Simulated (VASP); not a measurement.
# TiAl3: single point with PBEsol

Crystal: TiAl3.

```
Ti Al
1.0
     2.83968    0.00000    0.00000
     0.00000    4.68126    0.00000
     0.00000    0.00000    4.90074
Ti Al
1 3
Cartesian
  0.0000 10.9570 3.9848
  4.0318 10.9570 16.0259
  4.0318 0.0000 7.9475
  0.0000 0.0000 20.0759
```

| Item | Value |
| --- | --- |
| Program | VASP 6.6.1 |
| Task | single point |
| Functional | PBEsol |
| Potentials or basis | VASP PAW PBE potentials, release 64 (Ti_sv, Al) |
| Cutoff | 500 eV |
| k mesh | 8 × 4 × 4 |
| Occupations | gaussian, width 0.1 eV |
| Spin | no spin polarisation |

```
Pressure               : 28.5 GPa
Largest force          : 9.189 eV/Å
Band gap on the k mesh : zero (an odd number of electrons rules out a gap without spin polarisation)
```

Forces in eV/Å, atoms in the order of the input:
```
Ti  -2.097  8.536 -2.681
Al   1.965  5.930  1.790
Al   1.683 -5.881 -1.017
Al  -1.551 -8.585  1.908
```

Stress tensor (GPa, compression positive):
```
17.85 -0.23  1.16
-0.23 39.95 -3.82
 1.16 -3.82 27.74
```

Levels at points of the mesh, in eV from the Fermi level:
```
           k point  band 6  band 7  band 8  band 9  band 10  band 11  band 12  band 13  band 14  band 15
(0.00, 0.00, 0.00)   -5.36   -4.37   -2.81   -2.40    -0.57    -0.10     1.91     2.09     2.51     3.05
(0.50, 0.00, 0.00)   -5.82   -2.89   -2.37   -1.63    -0.55     0.16     1.34     1.75     2.17     2.78
(0.00, 0.50, 0.00)   -6.74   -4.19   -3.70   -1.29    -0.92     0.17     1.88     2.15     2.56     3.02
(0.50, 0.50, 0.00)   -5.30   -2.81   -2.69   -2.52    -0.79    -0.74     0.21     2.33     2.45     3.34
(0.00, 0.00, 0.50)   -8.00   -2.93   -2.59   -1.95    -0.69     0.17     1.31     1.94     2.07     3.53
(0.50, 0.00, 0.50)   -4.95   -4.20   -3.70   -0.59    -0.23    -0.04     0.08     2.03     2.42     2.72
(0.00, 0.50, 0.50)   -7.32   -5.58   -4.25   -0.81    -0.09     0.38     1.92     2.00     3.99     4.61
(0.50, 0.50, 0.50)   -4.58   -4.24   -2.97   -1.87    -1.45    -0.56     0.18     1.30     1.78     2.21
```

Run time: 120 s on 1 thread of Intel Xeon 8259CL, on a shared host, peak memory 0.22 GiB.

Caveat: the stress differs along the axes, from 18 to 40 GPa; the PAW data sets were made with another functional, which shifts forces and pressure a little.
